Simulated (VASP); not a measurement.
# TiO2 (Rutile) (P4_2/mnm) in VASP: notebook, part 3 of 3

VASP 6.6.1. The steps go on from the part before.

### 6 Single point, PBEsol

This run uses another cell than the first one, of 9.92 Å³/atom, 0.954 times its volume.

INCAR

```
ALGO = Normal ; EDIFF = 1E-6
ENCUT = 520 ; GGA = PS
ISIF = 2 ; ISMEAR = 0
LASPH = T ; LCHARG = F
LREAL = F ; LWAVE = F
NBANDS = 33 ; NELM = 80
PREC = Accurate ; SIGMA = 0.01
```

KPOINTS

```
k-points
0
Gamma
  6 6 8
```

POSCAR

```
TiO2
1.0
    4.5171406813      0.0000000000      0.0000000000
    0.0000000000      4.5171406813      0.0000000000
    0.0000000000      0.0000000000      2.9159600626
Ti O
2 4
Direct
    0.0000000000      0.0000000000      0.0000000000
    0.5000000000      0.5000000000      0.5000000000
    0.3031703330      0.3031703330      0.0000000000
    0.1968296670      0.8031703330      0.5000000000
    0.6968296670      0.6968296670      0.0000000000
    0.8031703330      0.1968296670      0.5000000000
```

Potentials or basis: VASP PAW PBE potentials, release 64 (Ti_sv, O).

The run is started by

```sh
> cat potpaw_PBE.64/Ti_sv/POTCAR potpaw_PBE.64/O/POTCAR > POTCAR
> mpirun -np 1 vasp_std > vasp.out
```

OUTCAR:

```text
EDIFF = 1E-6
   ENCUT = 520
   GGA = PS
   ISIF = 2
   ISMEAR = 0
   LASPH = T
   LREAL = F
   NELM = 80
   PREC = Accurate

 ion  position               nearest neighbor table
   1  0.000  0.000  0.000-   4 1.93   6 1.93   4 1.93   6 1.93   5 1.94   3 1.94
   2  0.500  0.500  0.500-   3 1.93   5 1.93   3 1.93   5 1.93   4 1.94   6 1.94
   3  0.303  0.303  0.000-   2 1.93   2 1.93   1 1.94
   4  0.197  0.803  0.500-   1 1.93   1 1.93   2 1.94
   5  0.697  0.697  0.000-   2 1.93   2 1.93   1 1.94
   6  0.803  0.197  0.500-   1 1.93   1 1.93   2 1.94

  LATTYP: Found a simple tetragonal cell.
 ALAT       =     4.5171406813
 C/A-ratio  =     0.6455322666

  Lattice vectors:

 A1 = (   4.5171406813,   0.0000000000,   0.0000000000)
 A2 = (   0.0000000000,   4.5171406813,   0.0000000000)
 A3 = (   0.0000000000,   0.0000000000,   2.9159600626)

Analysis of symmetry for initial positions (statically):
=====================================================================
 Subroutine PRICEL returns:
 Original cell was already a primitive cell.

 Routine SETGRP: Setting up the symmetry group for a
 simple tetragonal supercell.

 Subroutine GETGRP returns: Found 16 space group operations
 (whereof  8 operations were pure point group operations)
 out of a pool of 16 trial point group operations.

The static configuration has the point symmetry D_2h.
 The point group associated with its full space group is D_4h.

Analysis of symmetry for dynamics (positions and initial velocities):
=====================================================================
 Subroutine PRICEL returns:
 Original cell was already a primitive cell.

 Routine SETGRP: Setting up the symmetry group for a
 simple tetragonal supercell.

 Subroutine GETGRP returns: Found 16 space group operations
 (whereof  8 operations were pure point group operations)
 out of a pool of 16 trial point group operations.
[... 125 lines left out ...]
   ISMEAR =     0;   SIGMA  =   0.01  broadening in eV -4-tet -1-fermi 0-gaus
   EFERMI_NEDOS =   21; number of points for ismear=-14 and -15
   IALGO  =     38    algorithm
   IMIX   =      4    mixing-type and parameters
     AMIX     =   0.40;   BMIX     =  1.00
     AMIX_MAG =   1.60;   BMIX_MAG =  1.00
  volume/ion in A,a.u.               =       9.92        66.92
  Fermi-wavevector in a.u.,A,eV,Ry     =   1.524002  2.879947 31.600663  2.322583
  Thomas-Fermi vector in A             =   2.632369
   LORBIT       =      0    0 simple, 1 ext, 2 COOP (PROOUT), +10 PAW based schemes
   GGA     = PS    functional components
   LHFCALC =     F    Hartree Fock is set to
   AEXX    =    0.0000 exact exchange contribution
   IVDW    =     0    specifies the selected vdW correction
   LEPSILON=     F    determine dielectric tensor
   LRPA    =     F    only Hartree local field effects (RPA)
 non-spin polarized calculation
 Gauss-broadening in eV      SIGMA  =   0.01
  energy-cutoff  :      520.00
  volume of cell :       59.50
 maximum number of plane-waves:      1634
 NGX is ok and might be reduce to    36
   NGX = 17   NGY = 17   NGZ = 11

 number of electron      47.9999992 magnetization

 Free energy of the ion-electron system (eV)
  ---------------------------------------------------
  ext. energy  EPLUGINS =         0.00000000
  ---------------------------------------------------
  free energy    TOTEN  =       -56.01123065 eV

  energy without entropy =      -56.01123065  energy(sigma->0) =      -56.01123065

 E-fermi :   5.3217     XC(G=0): -11.9680

 val. band max:        5.2822469549   @ k =   0.0000   0.0000   0.0000
 cond. band min:       7.1544682943   @ k =   0.0000   0.0000   0.0000
 fundamental gap:      1.8722213394
 Fermi energy:         5.3216636240

 k-point     1 :       0.0000    0.0000    0.0000
  band No.  band energies     occupation
      1     -51.2644      2.00000
      2     -51.2412      2.00000
      3     -27.7401      2.00000
      4     -27.7401      2.00000
      5     -27.5347      2.00000
      6     -27.5347      2.00000
[... 853 lines left out ...]
     32      10.7544      0.00000
     33      12.3378      0.00000

 [... further k-points ...]
[... 5 lines left out ...]
  --------------------------------------------------------------------------------------
  -------------------------------------------------------------------------------------
  Total        3.9529533      3.9529533      4.0474828      0.0000000      0.0000000      0.0000000
  in kB      106.4445587    106.4445587    108.9900355      0.0000000      0.0000000      0.0000000
  external PRESSURE =     107.2930510 kB  Pullay stress =       0.0000000 kB

 VOLUME and BASIS-vectors are now :
 -----------------------------------------------------------------------------
  energy-cutoff  :      520.00
  volume of cell :       59.50
      direct lattice vectors                 reciprocal lattice vectors
     4.517140681  0.000000000  0.000000000     0.221378981  0.000000000  0.000000000
     0.000000000  4.517140681  0.000000000     0.000000000  0.221378981  0.000000000
     0.000000000  0.000000000  2.915960063     0.000000000  0.000000000  0.342940225

 POSITION                                       TOTAL-FORCE (eV/Angst)
 -----------------------------------------------------------------------------------
      0.00000      0.00000      0.00000         0.000000      0.000000     -0.000000
      2.25857      2.25857      1.45798         0.000000      0.000000     -0.000000
      1.36946      1.36946      0.00000        -0.014696     -0.014696      0.000000
      0.88911      3.62803      1.45798         0.014696     -0.014696      0.000000
      3.14768      3.14768      0.00000         0.014696      0.014696     -0.000000
      3.62803      0.88911      1.45798        -0.014696      0.014696     -0.000000
 -----------------------------------------------------------------------------------
    total drift:                                0.000000      0.000000      0.000000

  FREE ENERGIE OF THE ION-ELECTRON SYSTEM (eV)
  ---------------------------------------------------
  free  energy   TOTEN  =       -56.0112306468 eV

  energy  without entropy=      -56.0112306468  energy(sigma->0) =      -56.01123065
```

stdout:

```text
POSCAR found type information on POSCAR TiO
 POSCAR found :  2 types and       6 ions
 scaLAPACK will be used
 -----------------------------------------------------------------------------
|                                                                             |
|                                                                             |
|     You enforced a specific xc type in the INCAR file but a different       |
|     I HOPE YOU KNOW WHAT YOU ARE DOING!                                     |
|                                                                             |
 -----------------------------------------------------------------------------

 LDA part: xc-table for (Slater+PW92), standard interpolation
 POSCAR, INCAR and KPOINTS ok, starting setup
 FFT: planning ... GRIDC
 FFT: planning ... GRID_SOFT
 FFT: planning ... GRID
 WAVECAR not read
 entering main loop
```

It took 66 s on 1 thread of Intel Xeon Platinum 8488C (Sapphire Rapids), shared host; peak memory 0.22 GiB.

What came out:

```
Free energy            : -56.0112 eV
Pressure               : 10.7 GPa
Largest force          : 0.021 eV/Å
Band gap on the k mesh : 1.87 eV, direct
```

Forces in eV/Å, atoms in the order of the input:
```
Ti   0.000  0.000  0.000
Ti   0.000  0.000  0.000
O   -0.015 -0.015  0.000
O    0.015 -0.015  0.000
O    0.015  0.015  0.000
O   -0.015  0.015  0.000
```

Levels at points of the mesh, in eV from the valence-band top:
```csv
k point,band 21,band 22,band 23,band 24,band 25,band 26,band 27,band 28
"(0.00, 0.00, 0.00)",-0.73,-0.49,-0.49,0.00,1.87,2.16,2.44,2.57
"(0.50, 0.00, 0.00)",-1.77,-1.77,-0.81,-0.81,2.60,2.60,3.19,3.19
"(0.50, 0.50, 0.00)",-1.37,-1.37,-1.14,-1.14,1.91,1.91,2.60,2.60
"(0.00, 0.00, 0.50)",-2.67,-2.67,-1.49,-1.49,3.14,3.14,3.33,3.33
"(0.50, 0.00, 0.50)",-2.18,-2.18,-1.14,-1.14,1.92,1.92,3.35,3.35
"(0.50, 0.50, 0.50)",-1.44,-1.44,-0.69,-0.69,2.70,2.70,3.31,3.31
```

Caveat: the PAW data sets were made with another functional, which shifts forces and pressure a little.

### 7 Overview

| task | cell | cutoff (eV) | gap on the mesh (eV) | pressure (GPa) | largest force (eV/Å) |
| --- | --- | --- | --- | --- | --- |
| relaxation of cell and atoms | relaxed to 40 GPa from a = 4.592, b = 4.592, c = 2.957 Å, 6 atoms | 600 | 2.01 | 39.9 | - |
| single point | a = 4.361, b = 4.361, c = 2.858 Å, 6 atoms | 520 | 2.01 | 40.9 | 0.02 |
| single point | a = 4.406, b = 4.406, c = 2.876 Å, 6 atoms | 520 | 1.96 | 30.9 | 0.02 |
| single point | a = 4.457, b = 4.457, c = 2.895 Å, 6 atoms | 520 | 1.92 | 20.8 | 0.02 |
| single point | a = 4.517, b = 4.517, c = 2.916 Å, 6 atoms | 520 | 1.87 | 10.7 | 0.02 |

Alike in all rows: level PBEsol; potentials or basis VASP PAW PBE potentials, release 64 (Ti_sv, O); no spin polarisation; k mesh 6 × 6 × 8; smearing gaussian 0.01 eV.

Caveats: the PAW data sets were made with another functional, which shifts forces and pressure a little; the cell is relaxed towards a set pressure, so the enthalpy falls and the energy may rise (some runs).

Total energies depend on the potentials used, so only differences within one code and one set of settings carry meaning.
